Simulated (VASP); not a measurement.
Here is a VASP 6.6.1 calculation.

POSCAR

```
AlN
1.0
   -3.1110021516      0.0000000000      0.0000000000
   -1.5555010758     -2.6942068945      0.0000000000
   -0.6222004303      0.0000000000      9.9560000000
Al N
4 4
Direct
    0.1525833333      0.3333333333      0.9037500000
    0.2525833333      0.3333333333      0.4037500000
    0.6359166667      0.6666666667      0.1537500000
    0.5359166667      0.6666666667      0.6537500000
    0.3140833333      0.3333333333      0.0962500000
    0.2140833333      0.3333333333      0.5962500000
    0.5974166667      0.6666666667      0.3462500000
    0.4974166667      0.6666666667      0.8462500000
```

File INCAR.step1:

```
PREC = Accurate
ENCUT = 520
ISMEAR = 0
SIGMA = 0.05
LREAL = F
LASPH = T
NELM = 60
NBANDS = 26
GGA = PE
ALGO = Normal
EDIFF = 1E-4
LWAVE = T
LCHARG = F
```

Contents of INCAR.step2:

```
PREC = Accurate
ENCUT = 520
EDIFF = 1E-7
ISMEAR = 0
SIGMA = 0.05
LREAL = F
LASPH = T
NELM = 60
ALGO = Normal
ISIF = 2
LWAVE = F
LCHARG = T
METAGGA = R2SCAN
LMIXTAU = T
LELF = T
LVHAR = T
NBANDS = 26
ISTART = 1
```

KPOINTS

```
regular mesh
0
Gamma
  8 8 3
```

Potentials or basis: VASP PAW PBE potentials, release 64 (Al, N).

The run is started by

```console
$ cat potpaw_PBE.64/Al/POTCAR potpaw_PBE.64/N/POTCAR > POTCAR
$ cp INCAR.step1 INCAR
$ mpirun -np 1 vasp_std > vasp.out
$ cp INCAR.step2 INCAR
$ mpirun -np 1 vasp_std > vasp.out
```

(1) Predict the band gap on the k mesh.

(2) What does it give for the pressure?

Results:

(1) 4.41 eV.

(2) -1.5 GPa.

Caveat: the cell differs from its parent crystal (the part above a cut slid along it); the PAW data sets were made with another functional, which shifts forces and pressure a little.
